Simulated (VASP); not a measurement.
Input of a VASP 6.6.1 run:

INCAR

```
ALGO = Normal ; EDIFF = 1E-5
ENCUT = 550 ; GGA = PE
GGA_COMPAT = False ; IBRION = 0
ISIF = 2 ; ISMEAR = -1
ISYM = -1 ; IVDW = 12
LANGEVIN_GAMMA = 30 30 30 30 ; LASPH = True
LCHARG = False ; LREAL = Auto
LWAVE = False ; MAXMIX = 40
MDALGO = 3 ; NELM = 120
NELMIN = 4 ; NSW = 40
POTIM = 1.5 ; PREC = Normal
RANDOM_SEED = 59817 0 0 ; SIGMA = 0.1551
TEBEG = 1800.0 ; TEEND = 1800.0
```

File KPOINTS:

```
explicit points
1
Reciprocal
  0.25000000   0.25000000   0.25000000 1
```

Contents of POSCAR:

```
Na4Li7S2Cl7
1.0
    7.4728680000      0.0415700000     -0.1084870000
    0.0415700000      7.3694800000     -0.0643420000
   -0.1084870000     -0.0643420000      7.5562280000
Na S Li Cl
4 2 7 7
Direct
    0.5545992381      0.5974750004      0.3923316274
    0.8943518552      0.6196678500      0.6556639152
    0.4585792330      0.7538318478      0.8758432789
    0.9463104307      0.0663996637      0.2562110601
    0.2771023535      0.5898926977      0.0914551779
    0.2159518021      0.3033654817      0.3604354274
    0.8705709294      0.2325076341      0.5977012914
    0.1383407481      0.6635675486      0.3498886054
    0.3018966522      0.2735674288      0.6577864876
    0.7115379991      0.4178402109      0.0094569809
    0.3940636943      0.1191360692      0.1807888960
    0.1337447231      0.3585812809      0.0785219986
    0.8957355097      0.9207294306      0.7577931969
    0.8177539567      0.6896101351      0.1923524581
    0.5386921704      0.0927334527      0.7788200530
    0.0449424457      0.3319219748      0.7827921350
    0.6115759461      0.1723710710      0.3799044022
    0.1193125893      0.9852262758      0.9830082358
    0.2839052252      0.5571929680      0.6377262592
    0.0509935750      0.9669511894      0.5596652891
```

Potentials or basis: VASP PAW PBE potentials, release 64 (Na_pv, S, Li_sv, Cl).

Run with:

```bash
$ cat potpaw_PBE.64/Na_pv/POTCAR potpaw_PBE.64/S/POTCAR potpaw_PBE.64/Li_sv/POTCAR potpaw_PBE.64/Cl/POTCAR > POTCAR
$ mpirun -np 1 vasp_std > vasp.out
```

(1) Estimate the dispersion energy per atom.

Answers

(1) -0.204 eV.
